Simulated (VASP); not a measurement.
Cd, 1 atom in the cell. Symmetry: I4/mmm, No. 139, tetragonal system. Conventional cell: a = 3.137 Å, b = 3.137 Å, c = 4.658 Å, α = 90.00°, β = 90.00°, γ = 90.00°. Within 4.1 Å of Cd (site symmetry 4/mmm) lie 12 Cd at 3.14 to 3.22 Å.  This cell differs from its parent crystal: strain +0.000 along x and y, +0.050 along z.

```yaml
Program: VASP 6.6.1
Task: single point
Functional: PBE
Potentials_or_basis: VASP PAW PBE potentials, release 64 (Cd)
Cutoff: 520 eV
k_mesh: 18 × 18 × 18
Occupations: gaussian, width 0.15 eV
Spin: no spin polarisation
Dipole_correction: no
Further_INCAR_settings: ALGO = Normal; EDIFF = 1e-06; NBANDS = 12
```

Potentials or basis: VASP PAW PBE potentials, release 64 (Cd).

The run is started by

```sh
$ cat potpaw_PBE.64/Cd/POTCAR > POTCAR
$ mpirun -np 1 vasp_std > vasp.out
```

Hardware: 1 thread of Intel(R) Xeon(R) Platinum 8259CL CPU @ 2.50GHz (Skylake/Cascade Lake) (shared host).

Q: Estimate the wall time of this run.

A: It took 81 s on 1 thread of Intel(R) Xeon(R) Platinum 8259CL CPU @ 2.50GHz (Skylake/Cascade Lake), with other jobs on the host, peak memory 0.24 GiB. Counts: scf iterations 11, k points 480.
